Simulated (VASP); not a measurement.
A run of VASP 6.6.1 is set up as follows.

INCAR

```
  PREC = Accurate
  ENCUT = 500
  EDIFF = 1E-6
  ISMEAR = -1
  SIGMA = 0.1
  LREAL = F
  LASPH = T
  NELM = 120
  ALGO = Normal
  ISIF = 2
  LWAVE = F
  LCHARG = T
  GGA = CA
  LELF = T
  LVHAR = T
  NBANDS = 18
  GGA_COMPAT = F
```

KPOINTS

```
regular mesh
0
Gamma
  7 7 4
```

POSCAR

```
Sc
1.0
    3.2269060027      0.0000000000      0.0000000000
   -1.6134530014      2.7945825740      0.0000000000
    0.0000000000      0.0000000000      5.0094253455
Sc
2
Direct
    0.3333333333      0.6666666667      0.2500000000
    0.6666666667      0.3333333333      0.7500000000
```

Potentials or basis: VASP PAW LDA potentials, release 64 (Sc_sv).

The run is started by

```sh
$ cat potpaw_LDA.64/Sc_sv/POTCAR > POTCAR
$ mpirun -np 1 vasp_std > vasp.out
```

(1) Estimate the pressure.

(2) What does it give for the band gap on the k mesh?

Answers

(1) 0.1 GPa.

(2) zero (band 11 reaches 5.00 eV, above the bottom of band 12 at 3.48 eV).
